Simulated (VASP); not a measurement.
Set up this calculation in VASP 6.6.1, as the native input.

```
Task                   : single point
Functional             : PBE
Potentials or basis    : VASP PAW PBE potentials, release 64 (Na_pv, I)
Cutoff                 : 520 eV
k mesh                 : 6 × 6 × 2
Occupations            : gaussian, width 0.01 eV
Spin                   : no spin polarisation
Dipole correction      : no
Further INCAR settings : ALGO = Normal; EDIFF = 1e-07; NBANDS = 22
```

The structure of NaI lies in POSCAR:

```
NaI
1.0
    4.5046454201      0.0000000000      0.0000000000
   -2.2523227100      3.9011373688      0.0000000000
    0.0000000000      0.0000000000      7.6757022934
Na I
2 2
Direct
    0.0000000000      0.0000000000      0.0000000000
    0.0000000000      0.0000000000      0.5000000000
    0.3333333333      0.6666666667      0.2500000000
    0.6666666667      0.3333333333      0.7500000000
```

One way to write it, as run:

INCAR

```
SYSTEM = NaI
PREC = Accurate ; ENCUT = 520
EDIFF = 1E-7 ; ISMEAR = 0
SIGMA = 0.01 ; LREAL = .FALSE.
LASPH = .TRUE. ; NELM = 80
ALGO = Normal ; ISIF = 2
LWAVE = .FALSE. ; LCHARG = .FALSE.
GGA = PE ; NBANDS = 22
```

KPOINTS

```
Automatic mesh
0
G
  6 6 2
  0 0 0
```

Potentials or basis: VASP PAW PBE potentials, release 64 (Na_pv, I).

Command:

```bash
$ cat potpaw_PBE.64/Na_pv/POTCAR potpaw_PBE.64/I/POTCAR > POTCAR
$ mpirun -np 1 vasp_std > vasp.out
```

It gave:

- Pressure: 0.5 GPa
- Band gap on the k mesh: 3.56 eV

Caveat: spin-orbit coupling is left out, which moves the levels of the heavy elements.

Wall time 2.2 min on 1 thread of Intel Xeon 8259CL (shared host), peak memory 0.26 GiB.
